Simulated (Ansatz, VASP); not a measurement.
InSb in VASP and in Ansatz

The input INCAR:

```
PREC = Accurate ; ENCUT = 520
EDIFF = 1E-8 ; ISMEAR = -1
SIGMA = 0.08 ; LREAL = False
LASPH = True ; NELM = 100
ALGO = Normal ; ISIF = 2
LWAVE = False ; LCHARG = False
GGA = PE ; LEFG = True
NBANDS = 26
```

File KPOINTS:

```
Automatic mesh
0
Gamma
  6 6 11
```

POSCAR

```
InSb
1.0
    5.3034300000      0.0000000000      0.0000000000
    0.0000000000      5.6548800000      0.0000000000
    0.0000000000      0.0000000000      3.0630000000
In Sb
2 2
Direct
    0.0000000000      0.0000000000      0.0000000000
    0.5000000000      0.5000000000      0.0000000000
    0.5000000000      0.0000000000      0.8350000000
    0.0000000000      0.5000000000      0.1650000000
```

Input for Ansatz:

```yaml
crystal:
  lattice:
    - [5.30343, 0.0, 0.0]
    - [0.0, 5.65488, 0.0]
    - [0.0, 0.0, 3.063]
  atoms:
    - { symbol: In, position: [0.0, 0.0, 0.0] }
    - { symbol: In, position: [0.5, 0.5, 0.0] }
    - { symbol: Sb, position: [0.5, 0.0, 0.835] }
    - { symbol: Sb, position: [0.0, 0.5, 0.165] }
kpoints:
  mp_grid: { grid: [6, 6, 11] }
scf:
  occupations: { method: fermi_dirac, width: 0.08 }
hamiltonian:
  xc: pbe
  pseudopotentials: { kind: all_electron, datasets: crystal }
output:
  forces: true
  stress: true
  eigenvalues: true
  efg: { contact_densities: true }
```

Change from the starting cell: equal xx and yy strain of -1 %, crystal datasets.

Alike in both runs: task electric field gradients; functional PBE; k mesh 6 × 6 × 11; occupations fermi-dirac, width 0.08 eV; no spin polarisation.

|  | VASP | Ansatz |
| --- | --- | --- |
| version | VASP 6.6.1 | Ansatz 0.2.0 |
| potentials or method | VASP PAW PBE potentials, release 64 (In_d, Sb), cutoff 520 eV | all-electron PAW with datasets made for the crystal, scalar-relativistic |

```csv
,VASP,Ansatz,Ansatz less VASP
pressure (GPa),20.7,20.7,-0.01
"traceless stress, the component that is largest in VASP (GPa)",13.72,13.75,+0.030
rms of the force components (eV/Å),0.378,0.378,+0.0003
size of Vzz on the site where it differs most (V/Å²),87.9,77.8,-10.07
```

Atom by atom the forces differ by 0.001 eV/Å (rms over components). Ansatz ran all-electron here, and VASP with PAW potentials.

Spin-orbit coupling is off throughout.
